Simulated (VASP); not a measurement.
# TaN (P-6m2) in VASP: notebook, part 2 of 2

VASP 6.6.1. Earlier steps stand in the parts before.

### 4 Vibrations by perturbation theory, PBE

This run uses another cell than the first one, of 10.24 Å³/atom.

The input, INCAR:

```
SYSTEM = TaN
PREC = Accurate ; ENCUT = 520
EDIFF = 1E-8 ; ISMEAR = -1
SIGMA = 0.15 ; LREAL = .False.
LASPH = .True. ; NELM = 100
ALGO = Normal ; ISIF = 2
LWAVE = .False. ; LCHARG = .False.
GGA = PE ; IBRION = 8
NSW = 1
```

The input, KPOINTS:

```
regular mesh
0
Gamma
  18 18 14
  0 0 0
```

The input, POSCAR:

```
TaN
1.0
    2.8837629811      0.0000000000      0.0000000000
   -1.4418814905      2.4974120001      0.0000000000
    0.0000000000      0.0000000000      2.8430537470
Ta N
1 1
Direct
    0.3333333333      0.6666666667      0.5000000000
    0.0000000000      0.0000000000      0.0000000000
```

Potentials or basis: VASP PAW PBE potentials, release 64 (Ta_pv, N).

Launch:

```bash
> cat potpaw_PBE.64/Ta_pv/POTCAR potpaw_PBE.64/N/POTCAR > POTCAR
> mpirun -np 1 vasp_std > vasp.out
```

OUTCAR:

```text
SYSTEM = TaN
   PREC = Accurate
   ENCUT = 520
   EDIFF = 1E-8
   ISMEAR = -1
   LREAL = .False.
   LASPH = .True.
   NELM = 100
   ISIF = 2
   GGA = PE
   IBRION = 8
   NSW = 1

 ion  position               nearest neighbor table
   1  0.333  0.667  0.500-   2 2.19   2 2.19   2 2.19   2 2.19   2 2.19   2 2.19
   2  0.000  0.000  0.000-   1 2.19   1 2.19   1 2.19   1 2.19   1 2.19   1 2.19

  LATTYP: Found a hexagonal cell.
 ALAT       =     2.8837629811
 C/A-ratio  =     0.9858832940

  Lattice vectors:

 A1 = (   2.8837629811,   0.0000000000,   0.0000000000)
 A2 = (  -1.4418814905,   2.4974120001,   0.0000000000)
 A3 = (   0.0000000000,   0.0000000000,   2.8430537470)

Analysis of symmetry for initial positions (statically):
=====================================================================
 Subroutine PRICEL returns:
 Original cell was already a primitive cell.

 Routine SETGRP: Setting up the symmetry group for a
 hexagonal supercell.

 Subroutine GETGRP returns: Found 12 space group operations
 (whereof 12 operations were pure point group operations)
 out of a pool of 24 trial point group operations.

The static configuration has the point symmetry D_3h.

Analysis of symmetry for dynamics (positions and initial velocities):
=====================================================================
 Subroutine PRICEL returns:
 Original cell was already a primitive cell.

 Routine SETGRP: Setting up the symmetry group for a
[... 547 lines left out ...]
      0.00000      0.00000      0.00000        -0.000000      0.000000      0.000000
 -----------------------------------------------------------------------------------
    total drift:                                0.000000     -0.000000     -0.000000

  FREE ENERGIE OF THE ION-ELECTRON SYSTEM (eV)
  ---------------------------------------------------
  free  energy   TOTEN  =       -22.3406821519 eV

  energy  without entropy=      -22.3314930086  energy(sigma->0) =      -22.33608758

[... ionic steps 2 to 3 ...]

--------------------------------------- Ionic step        4  -------------------------------------------

------------------------ aborting loop because EDIFF is reached ----------------------------------------
[... 11 lines left out ...]
[... ionic steps 8 to 8 ...]

--------------------------------------- Ionic step        9  -------------------------------------------

 Free energy of the ion-electron system (eV)
  ---------------------------------------------------
  ---------------------------------------------------
  free energy    TOTEN  =        -0.23641596 eV

  energy without entropy =       -0.23641595

------------------------ aborting loop because EDIFF is reached ----------------------------------------

 INTERNAL STRAIN TENSOR  FOR ION    2  DIRECTION 3   (eV/Angst):
 -----------------------------------------------------------------------------
     0.00321  0.00000  0.00000
     0.00000  0.00321  0.00000
     0.00000  0.00000  0.00823

 INTERNAL STRAIN TENSOR FOR ION    2 for displacements in x,y,z  (eV/Angst):
          X           Y           Z          XY          YZ          ZX
  --------------------------------------------------------------------------------
  x    -0.00000     0.00000     0.00000    -4.18485     0.00000     0.00000
  y    -4.18485     4.18485     0.00000     0.00000     0.00000     0.00000
  z     0.00000     0.00000     0.00000     0.00000     0.00000    -0.00000

 SECOND DERIVATIVES (NOT SYMMETRIZED)
 ------------------------------------
               1X          1Y          1Z          2X          2Y          2Z
  1X   -15.535131   -0.000000    0.000000   15.535131    0.000000    0.000000
  1Y    -0.000000  -15.535131    0.000000    0.000000   15.535131    0.000000
  1Z     0.000000    0.000000  -17.903503   -0.000000    0.000000   17.903503
  2X    15.533807    0.000000    0.000000  -15.533807   -0.000000    0.000000
  2Y     0.000000   15.533807    0.000000   -0.000000  -15.533807    0.000000
  2Z     0.000000    0.000000   17.911713   -0.000000    0.000000  -17.911713

 Eigenvectors and eigenvalues of the dynamical matrix
 ----------------------------------------------------

   1 f  =   18.353387 THz   115.317731 2PiTHz  612.203088 cm-1    75.903475 meV
             X         Y         Z           dx          dy          dz
     -0.000000  1.664941  1.421527    -0.000000    0.000000   -0.267933
      0.000000  0.000000  0.000000     0.000000    0.000000    0.963437
[... 21 lines left out ...]
   6 f/i=    0.001086 THz     0.006824 2PiTHz    0.036225 cm-1     0.004491 meV
             X         Y         Z           dx          dy          dz
     -0.000000  1.664941  1.421527    -0.000000   -0.000000   -0.963437
      0.000000  0.000000  0.000000    -0.000000   -0.000000   -0.267933

--------------------------------------------------------------------------------------------------------

 ELASTIC MODULI CONTR FROM IONIC RELAXATION (kBar)
 Direction    XX          YY          ZZ          XY          YZ          ZX
 --------------------------------------------------------------------------------
 XX         -64.7752     64.7752      0.0000     -0.0000     -0.0000     -0.0000
 YY          64.7752    -64.7752      0.0000     -0.0000      0.0000      0.0000
 ZZ           0.0000     -0.0000     -0.0000      0.0000     -0.0000      0.0000
 XY          -0.0000     -0.0000      0.0000    -64.7752     -0.0000     -0.0000
 YZ          -0.0000      0.0000     -0.0000     -0.0000     -0.0000     -0.0000
 ZX          -0.0000      0.0000      0.0000     -0.0000     -0.0000     -0.0000
 --------------------------------------------------------------------------------
```

It took 8.9 min on 1 thread of Intel Xeon 6975P-C (Granite Rapids), shared host; peak memory 0.78 GiB.

Results:

```
Highest phonon frequency at Γ : 612 cm⁻¹
```

Phonon frequencies in cm⁻¹ (negative: imaginary):
```tsv
q point	frequencies
(0.000, 0.000, 0.000)	0 0 0 570 570 612
```

Caveat: the cell stands under pressure or tension, which shifts response properties; spin-orbit coupling is left out, which moves the levels of the heavy elements.
